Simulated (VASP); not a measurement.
# Zr (P6_3/mmc) in VASP: a series of runs

Runs on Zr. Level: r2SCAN. Tasks: single point, relaxation of cell and atoms, relaxation of shape and atoms at fixed volume.

All numbers are computed with VASP 6.6.1; they aren't measurements. Logs are shortened: lines on timing, memory, paths and dates and some standing lists are left out, and cuts for length are marked.

### Step 1. The cell of the first run

Symmetry: P6_3/mmc, No. 194, hexagonal system. Conventional cell: a = 3.195 Å, b = 3.195 Å, c = 5.059 Å, α = 90.00°, β = 90.00°, γ = 120.00°. Within 4.1 Å of Zr (site symmetry -6m2) lie 12 Zr at 3.13 to 3.19 Å.

### Step 2. Single point, r2SCAN

The input, POSCAR:

```
Zr
1.0
    3.1945316743      0.0000000000      0.0000000000
   -1.5972658372      2.7665455832      0.0000000000
    0.0000000000      0.0000000000      5.0587826091
Zr
2
Direct
    0.3333333333      0.6666666667      0.2500000000
    0.6666666667      0.3333333333      0.7500000000
```

The input, INCAR.step1:

```
PREC = Accurate
ENCUT = 520
ISMEAR = 0
SIGMA = 0.1
LREAL = F
LASPH = T
NELM = 100
NBANDS = 19
GGA = PE
ALGO = Normal
EDIFF = 1E-4
LWAVE = T
LCHARG = F
```

The input, INCAR.step2:

```
PREC = Accurate
ENCUT = 520
EDIFF = 1E-6
ISMEAR = 0
SIGMA = 0.1
LREAL = F
LASPH = T
NELM = 100
ALGO = Normal
ISIF = 2
LWAVE = F
LCHARG = T
METAGGA = R2SCAN
LMIXTAU = T
LELF = T
LVHAR = T
NBANDS = 19
ISTART = 1
```

The input, KPOINTS:

```
regular mesh
0
Gamma
  9 9 4
```

Potentials or basis: VASP PAW PBE potentials, release 64 (Zr_sv).

Launch:

```console
$ cat potpaw_PBE.64/Zr_sv/POTCAR > POTCAR
$ cp INCAR.step1 INCAR
$ mpirun -np 1 vasp_std > vasp.out
$ cp INCAR.step2 INCAR
$ mpirun -np 1 vasp_std > vasp.out
```

OUTCAR:

```text
PREC = Accurate
   ENCUT = 520
   EDIFF = 1E-6
   ISMEAR = 0
   LREAL = F
   LASPH = T
   NELM = 100
   ISIF = 2
   METAGGA = R2SCAN
   ISTART = 1

 ion  position               nearest neighbor table
   1  0.333  0.667  0.250-   2 3.13   2 3.13   2 3.13   2 3.13   2 3.13   2 3.13
   2  0.667  0.333  0.750-   1 3.13   1 3.13   1 3.13   1 3.13   1 3.13   1 3.13

  LATTYP: Found a hexagonal cell.
 ALAT       =     3.1945316743
 C/A-ratio  =     1.5835756614

  Lattice vectors:

 A1 = (   3.1945316743,   0.0000000000,   0.0000000000)
 A2 = (  -1.5972658372,   2.7665455832,   0.0000000000)
 A3 = (   0.0000000000,   0.0000000000,   5.0587826091)

Analysis of symmetry for initial positions (statically):
=====================================================================
 Subroutine PRICEL returns:
 Original cell was already a primitive cell.

 Routine SETGRP: Setting up the symmetry group for a
 hexagonal supercell.

 Subroutine GETGRP returns: Found 24 space group operations
 (whereof 12 operations were pure point group operations)
 out of a pool of 24 trial point group operations.

The static configuration has the point symmetry D_3d.
 The point group associated with its full space group is D_6h.

Analysis of symmetry for dynamics (positions and initial velocities):
=====================================================================
 Subroutine PRICEL returns:
 Original cell was already a primitive cell.

 Routine SETGRP: Setting up the symmetry group for a
 hexagonal supercell.

 Subroutine GETGRP returns: Found 24 space group operations
 (whereof 12 operations were pure point group operations)
 out of a pool of 24 trial point group operations.

The dynamic configuration has the point symmetry D_3d.
 The point group associated with its full space group is D_6h.

 Subroutine INISYM returns: Found 24 space group operations
 (whereof 12 operations are pure point group operations),
 and found     1 'primitive' translations

----------------------------------------------------------------------------------------

                                     Primitive cell

  volume of cell :      44.7086

  direct lattice vectors                    reciprocal lattice vectors
     3.194531674  0.000000000  0.000000000     0.313034930  0.180730801  0.000000000
    -1.597265837  2.766545583  0.000000000     0.000000000  0.361461603  0.000000000
     0.000000000  0.000000000  5.058782609     0.000000000  0.000000000  0.197676018

  length of vectors
     3.194531674  3.194531674  5.058782609     0.361461603  0.361461603  0.197676018

  position of ions in fractional coordinates (direct lattice)
     0.333333333  0.666666667  0.250000000
     0.666666667  0.333333333  0.750000000

  ion indices of the primitive-cell ions
   primitive index   ion index
                 1           1
                 2           2

----------------------------------------------------------------------------------------

 KPOINTS: regular mesh

Automatic generation of k-mesh.
 Grid dimensions read from file:
 generate k-points for:    9    9    4

 Generating k-lattice:

  Cartesian coordinates                     Fractional coordinates (reciprocal lattice)
     0.034781659  0.020081200  0.000000000     0.111111111  0.000000000  0.000000000
     0.000000000  0.040162400  0.000000000     0.000000000  0.111111111  0.000000000
     0.000000000  0.000000000  0.049419004     0.000000000  0.000000000  0.250000000

  Length of vectors
     0.040162400  0.040162400  0.049419004

  Shift w.r.t. Gamma in fractional coordinates (k-lattice)
     0.000000000  0.000000000  0.000000000

 Subroutine IBZKPT returns following result:
 ===========================================

 Found     36 irreducible k-points:

 Following reciprocal coordinates:
            Coordinates               Weight
  0.000000  0.000000  0.000000      1.000000
  0.111111  0.000000  0.000000      6.000000
  0.222222  0.000000  0.000000      6.000000
  0.333333  0.000000  0.000000      6.000000
  0.444444  0.000000  0.000000      6.000000
  0.111111  0.111111  0.000000      6.000000
[... 16 lines left out ...]
  0.333333  0.222222  0.250000     24.000000
  0.333333  0.333333  0.250000      4.000000
 [... further k-points ...]
   k-points           NKPTS =     36   k-points in BZ     NKDIM =     36   number of bands    NBANDS=     19
   number of dos      NEDOS =    301   number of ions     NIONS =      2
   total plane-waves  NPLWV =  23040
   dimension x,y,z NGX =    24 NGY =   24 NGZ =   40
   dimension x,y,z NGXF=    48 NGYF=   48 NGZF=   80
   ions per type =               2
   NGX,Y,Z   is equivalent  to a cutoff of  12.49, 12.49, 13.15 a.u.
   NGXF,Y,Z  is equivalent  to a cutoff of  24.98, 24.98, 26.29 a.u.
 SYSTEM =  unknown system
   PREC   = accura    normal or accurate (medium, high low for compatibility)
   ISTART =      1    job   : 0-new  1-cont  2-samecut
   ICHARG =      0    charge: 1-file 2-atom 10-const
   ISPIN  =      1    spin polarized calculation?
   LNONCOLLINEAR =      F non collinear calculations
   LSORBIT =      F    spin-orbit coupling
   LASPH  =      T    aspherical Exc in radial PAW
   ENCUT  =  520.0 eV  38.22 Ry    6.18 a.u.   5.94  5.94  9.41*2*pi/ulx,y,z
   NELM   =    100;   NELMIN=  2; NELMDL=  0     # of ELM steps
   EDIFF  = 0.1E-05   stopping-criterion for ELM
   LREAL  =      F    real-space projection
   EDIFFG = 0.1E-04   stopping-criterion for IOM
   NSW    =      0    number of steps for IOM
   IBRION =     -1    ionic relax: 0-MD 1-quasi-New 2-CG
   NFREE  =      0    steps in history (QN), initial steepest desc. (CG)
   ISIF   =      2    stress and relaxation
   ISYM   =      2    0-nonsym 1-usesym 2-fastsym
   POTIM  = 0.5000    time-step for ionic-motion
   TEBEG  =    0.0;   TEEND  =   0.0 temperature during run
   PSTRESS=    0.0 pullay stress
   NELECT =      24.0000    total number of electrons
   NUPDOWN=      -1.0000    fix difference up-down
   EMIN   =  10.00;   EMAX   =-10.00  energy-range for DOS
   EFERMI =   0.00;   METHOD = LEGACY
   ISMEAR =     0;   SIGMA  =   0.10  broadening in eV -4-tet -1-fermi 0-gaus
   EFERMI_NEDOS =   21; number of points for ismear=-14 and -15
   IALGO  =     38    algorithm
   IMIX   =      4    mixing-type and parameters
     AMIX     =   0.40;   BMIX     =  1.00
     AMIX_MAG =   1.60;   BMIX_MAG =  1.00
  volume/ion in A,a.u.               =      22.35       150.85
  Fermi-wavevector in a.u.,A,eV,Ry     =   1.330500  2.514281 24.085447  1.770230
  Thomas-Fermi vector in A             =   2.459582
   LORBIT       =      0    0 simple, 1 ext, 2 COOP (PROOUT), +10 PAW based schemes
   METAGGA = R2SCAN    functional components
   LHFCALC =     F    Hartree Fock is set to
   AEXX    =    0.0000 exact exchange contribution
   IVDW    =     0    specifies the selected vdW correction
   LEPSILON=     F    determine dielectric tensor
   LRPA    =     F    only Hartree local field effects (RPA)
 non-spin polarized calculation
 Gauss-broadening in eV      SIGMA  =   0.10
  energy-cutoff  :      520.00
  volume of cell :       44.71
 maximum number of plane-waves:      1236
 NGX is ok and might be reduce to    24
   NGX = 11   NGY = 11   NGZ = 19

 number of electron      24.0000000 magnetization

 Free energy of the ion-electron system (eV)
  ---------------------------------------------------
  ext. energy  EPLUGINS =         0.00000000
  ---------------------------------------------------
  free energy    TOTEN  =       -45.48306751 eV

  energy without entropy =      -45.47549039  energy(sigma->0) =      -45.47927895

 E-fermi :   9.4952     XC(G=0): -12.1567

 val. band max:        9.4537383259   @ k =   0.3333   0.2222   0.5000
 cond. band min:       9.5388955618   @ k =   0.0000   0.0000   0.5000
 fundamental gap:      0.0851572359
 Fermi energy:         9.4952265729

 k-point     1 :       0.0000    0.0000    0.0000
  band No.  band energies     occupation
      1     -40.9842      2.00000
      2     -40.7831      2.00000
      3     -18.9274      2.00000
      4     -17.8884      2.00000
      5     -17.8884      2.00000
      6     -17.7205      2.00000
[... 11 lines left out ...]
     18      11.9293      0.00000
     19      14.4037      0.00000

 k-point     2 :       0.1111    0.0000    0.0000
  band No.  band energies     occupation
      1     -40.9667      2.00000
      2     -40.7762      2.00000
      3     -18.8825      2.00000
      4     -17.9858      2.00000
      5     -17.9202      2.00000
      6     -17.8208      2.00000
[... 11 lines left out ...]
     18      11.6100      0.00000
     19      14.6434      0.00000

 k-point     3 :       0.2222    0.0000    0.0000
  band No.  band energies     occupation
      1     -40.9206      2.00000
      2     -40.7604      2.00000
      3     -18.7582      2.00000
      4     -18.2323      2.00000
      5     -18.0624      2.00000
      6     -17.9963      2.00000
[... 11 lines left out ...]
     18      12.5092      0.00000
     19      15.0367      0.00000

 k-point     4 :       0.3333    0.0000    0.0000
  band No.  band energies     occupation
      1     -40.8630      2.00000
      2     -40.7469      2.00000
      3     -18.5869      2.00000
      4     -18.5106      2.00000
      5     -18.3192      2.00000
      6     -18.0776      2.00000
[... 407 lines left out ...]
     18      14.7736      0.00000
     19      15.6669      0.00000

 k-point    23 :       0.3333    0.2222    0.2500
  band No.  band energies     occupation
      1     -40.7874      2.00000
      2     -40.7552      2.00000
      3     -18.6678      2.00000
      4     -18.5731      2.00000
      5     -18.3504      2.00000
      6     -18.1503      2.00000
[... 11 lines left out ...]
     18      15.1301      0.00000
     19      16.6620      0.00000

 k-point    24 :       0.3333    0.3333    0.2500
  band No.  band energies     occupation
      1     -40.7651      2.00000
      2     -40.7651      2.00000
      3     -18.5554      2.00000
      4     -18.5554      2.00000
      5     -18.4993      2.00000
      6     -18.2198      2.00000
[... 11 lines left out ...]
     18      14.3477      0.00000
     19      17.1790      0.00000

 [... further k-points ...]

------------------------ aborting loop because EDIFF is reached ----------------------------------------

  FORCE on cell =-STRESS in cart. coord.  units (eV):
  Direction    XX          YY          ZZ          XY          YZ          ZX
  --------------------------------------------------------------------------------------
  -------------------------------------------------------------------------------------
  Total        1.4986590      1.4986590      1.4818677     -0.0000000     -0.0000000      0.0000000
  in kB       53.7059455     53.7059455     53.1042124     -0.0000000     -0.0000000      0.0000000
  external PRESSURE =      53.5053678 kB  Pullay stress =       0.0000000 kB

 VOLUME and BASIS-vectors are now :
 -----------------------------------------------------------------------------
  energy-cutoff  :      520.00
  volume of cell :       44.71
      direct lattice vectors                 reciprocal lattice vectors
     3.194531674  0.000000000  0.000000000     0.313034930  0.180730801  0.000000000
    -1.597265837  2.766545583  0.000000000     0.000000000  0.361461603  0.000000000
     0.000000000  0.000000000  5.058782609     0.000000000  0.000000000  0.197676018

 POSITION                                       TOTAL-FORCE (eV/Angst)
 -----------------------------------------------------------------------------------
     -0.00000      1.84436      1.26470         0.000000      0.000000      0.000000
      1.59727      0.92218      3.79409        -0.000000     -0.000000      0.000000
 -----------------------------------------------------------------------------------
    total drift:                                0.000000     -0.000000      0.000000

  FREE ENERGIE OF THE ION-ELECTRON SYSTEM (eV)
  ---------------------------------------------------
  free  energy   TOTEN  =       -45.4830675082 eV

  energy  without entropy=      -45.4754903888  energy(sigma->0) =      -45.47927895
```

It took 40 s on 1 thread of Intel Xeon 6975P-C (Granite Rapids), shared host; peak memory 0.17 GiB.

Results:

```
Free energy            : -45.4831 eV
Pressure               : 5.4 GPa
Band gap on the k mesh : zero (bands 12 and 13 overlap by 1.05 eV)
```

Caveat: the cell stands under pressure; the PAW data sets were made with another functional, which shifts forces and pressure a little.

### Step 3. Single point, r2SCAN

The input, POSCAR:

```
Zr
1.0
    3.1854878324      0.0000000000      0.0000000000
   -1.5927439162      2.7587133863      0.0000000000
    0.0000000000      0.0000000000      5.0794820601
Zr
2
Direct
    0.3333333333      0.6666666667      0.2500000000
    0.6666666667      0.3333333333      0.7500000000
```

The input, INCAR.step1:

```
  ALGO = Normal
  EDIFF = 1E-4
  ENCUT = 520
  GGA = PE
  ISMEAR = -1
  LASPH = True
  LCHARG = False
  LREAL = False
  LWAVE = True
  NBANDS = 19
  NELM = 100
  PREC = Accurate
  SIGMA = 0.1
```

The input, INCAR.step2:

```
  ALGO = Normal
  EDIFF = 1E-6
  ENCUT = 520
  ISIF = 2
  ISMEAR = -1
  ISTART = 1
  LASPH = True
  LCHARG = True
  LELF = True
  LMIXTAU = True
  LREAL = False
  LVHAR = True
  LWAVE = False
  METAGGA = R2SCAN
  NBANDS = 19
  NELM = 100
  PREC = Accurate
  SIGMA = 0.1
```

The input, KPOINTS:

```
k-points
0
Gamma
  15 15 8
```

Potentials or basis: VASP PAW PBE potentials, release 64 (Zr_sv).

Launch:

```console
$ cat potpaw_PBE.64/Zr_sv/POTCAR > POTCAR
$ cp INCAR.step1 INCAR
$ mpirun -np 1 vasp_std > vasp.out
$ cp INCAR.step2 INCAR
$ mpirun -np 1 vasp_std > vasp.out
```

OUTCAR:

```text
EDIFF = 1E-6
   ENCUT = 520
   ISIF = 2
   ISMEAR = -1
   ISTART = 1
   LASPH = True
   LREAL = False
   METAGGA = R2SCAN
   NELM = 100
   PREC = Accurate

 ion  position               nearest neighbor table
   1  0.333  0.667  0.250-   2 3.14   2 3.14   2 3.14   2 3.14   2 3.14   2 3.14
   2  0.667  0.333  0.750-   1 3.14   1 3.14   1 3.14   1 3.14   1 3.14   1 3.14

  LATTYP: Found a hexagonal cell.
 ALAT       =     3.1854878324
 C/A-ratio  =     1.5945696004

  Lattice vectors:

 A1 = (   3.1854878324,   0.0000000000,   0.0000000000)
 A2 = (  -1.5927439162,   2.7587133863,   0.0000000000)
 A3 = (   0.0000000000,   0.0000000000,   5.0794820601)

Analysis of symmetry for initial positions (statically):
=====================================================================
 Subroutine PRICEL returns:
 Original cell was already a primitive cell.

 Routine SETGRP: Setting up the symmetry group for a
 hexagonal supercell.

 Subroutine GETGRP returns: Found 24 space group operations
 (whereof 12 operations were pure point group operations)
 out of a pool of 24 trial point group operations.

The static configuration has the point symmetry D_3d.
[... 161 lines left out ...]
  energy without entropy =      -45.43399032  energy(sigma->0) =      -45.46252711

 E-fermi :   9.5036     XC(G=0): -12.1641

 val. band max:        9.4873033415   @ k =   0.3333   0.3333   0.3750
 cond. band min:       9.5264875967   @ k =   0.2667   0.2000   0.3750
 fundamental gap:      0.0391842552
 Fermi energy:         9.5036456098

 k-point     1 :       0.0000    0.0000    0.0000
  band No.  band energies     occupation
      1     -40.9468      2.00000
      2     -40.7491      2.00000
      3     -18.8884      2.00000
      4     -17.8420      2.00000
      5     -17.8420      2.00000
      6     -17.6806      2.00000
[... 505 lines left out ...]
      6     -18.2502      2.00000
[... 11 lines left out ...]
     18      14.9267      0.00000
     19      16.5985      0.00000

 [... further k-points ...]

------------------------ aborting loop because EDIFF is reached ----------------------------------------

  FORCE on cell =-STRESS in cart. coord.  units (eV):
  Direction    XX          YY          ZZ          XY          YZ          ZX
  --------------------------------------------------------------------------------------
  -------------------------------------------------------------------------------------
  Total        1.4904861      1.4904861      1.4860288      0.0000000     -0.0000000      0.0000000
  in kB       53.4978757     53.4978757     53.3378933      0.0000000     -0.0000000      0.0000000
  external PRESSURE =      53.4445482 kB  Pullay stress =       0.0000000 kB

 VOLUME and BASIS-vectors are now :
 -----------------------------------------------------------------------------
  energy-cutoff  :      520.00
  volume of cell :       44.64
      direct lattice vectors                 reciprocal lattice vectors
     3.185487832  0.000000000  0.000000000     0.313923660  0.181243910  0.000000000
    -1.592743916  2.758713386  0.000000000     0.000000000  0.362487819  0.000000000
     0.000000000  0.000000000  5.079482060     0.000000000  0.000000000  0.196870466

 POSITION                                       TOTAL-FORCE (eV/Angst)
 -----------------------------------------------------------------------------------
     -0.00000      1.83914      1.26987         0.000000     -0.000000      0.000000
      1.59274      0.91957      3.80961        -0.000000      0.000000      0.000000
 -----------------------------------------------------------------------------------
    total drift:                               -0.000000      0.000000     -0.000000

  FREE ENERGIE OF THE ION-ELECTRON SYSTEM (eV)
  ---------------------------------------------------
  free  energy   TOTEN  =       -45.4910638898 eV

  energy  without entropy=      -45.4339903226  energy(sigma->0) =      -45.46252711
```

OUTCAR.step1:

```text
EDIFF = 1E-4
   ENCUT = 520
   GGA = PE
   ISMEAR = -1
   LASPH = True
[... 752 lines left out ...]
     -0.00000      1.83914      1.26987        -0.000000      0.000000      0.000000
      1.59274      0.91957      3.80961         0.000000     -0.000000      0.000000
 -----------------------------------------------------------------------------------
    total drift:                               -0.000000      0.000000     -0.000000

  FREE ENERGIE OF THE ION-ELECTRON SYSTEM (eV)
  ---------------------------------------------------
  free  energy   TOTEN  =       -17.0422019589 eV

  energy  without entropy=      -16.9752425258  energy(sigma->0) =      -17.00872224
```

OSZICAR.step1:

```text
N       E                     dE             d eps       ncg     rms          rms(c)
DAV:   1     0.216933596705E+03    0.21693E+03   -0.13239E+04  5130   0.126E+03
DAV:   2    -0.134362533887E+01   -0.21828E+03   -0.21405E+03  5954   0.369E+02
DAV:   3    -0.172634911589E+02   -0.15920E+02   -0.15754E+02  9192   0.720E+01
DAV:   4    -0.176797359856E+02   -0.41624E+00   -0.41573E+00  6118   0.118E+01
DAV:   5    -0.176908712105E+02   -0.11135E-01   -0.11133E-01  7464   0.141E+00    0.155E+01
DAV:   6    -0.171395121175E+02    0.55136E+00   -0.85700E-01  5549   0.715E+00    0.627E+00
DAV:   7    -0.170356177401E+02    0.10389E+00   -0.57347E-01  7319   0.511E+00    0.113E+00
DAV:   8    -0.170421092412E+02   -0.64915E-02   -0.36903E-02  6694   0.152E+00    0.225E-01
DAV:   9    -0.170422373432E+02   -0.12810E-03   -0.12582E-03  6689   0.312E-01    0.279E-02
DAV:  10    -0.170422019589E+02    0.35384E-04   -0.27751E-05  3302   0.398E-02
   1 F= -.17042202E+02 E0= -.17008722E+02  d E =-.669594E-01
```

Run time: 2 min. Hardware: 1 thread of Intel Xeon 6975P-C (Granite Rapids), shared host; peak memory 0.23 GiB.

Results:

```yaml
Free_energy: -45.4911 eV
Pressure: 5.3 GPa
Band_gap_on_the_k_mesh: zero (bands 12 and 13 overlap by 1.32 eV)
```

Caveat: the cell stands under pressure; the PAW data sets were made with another functional, which shifts forces and pressure a little.

(Part 1 of 2 ends here.)
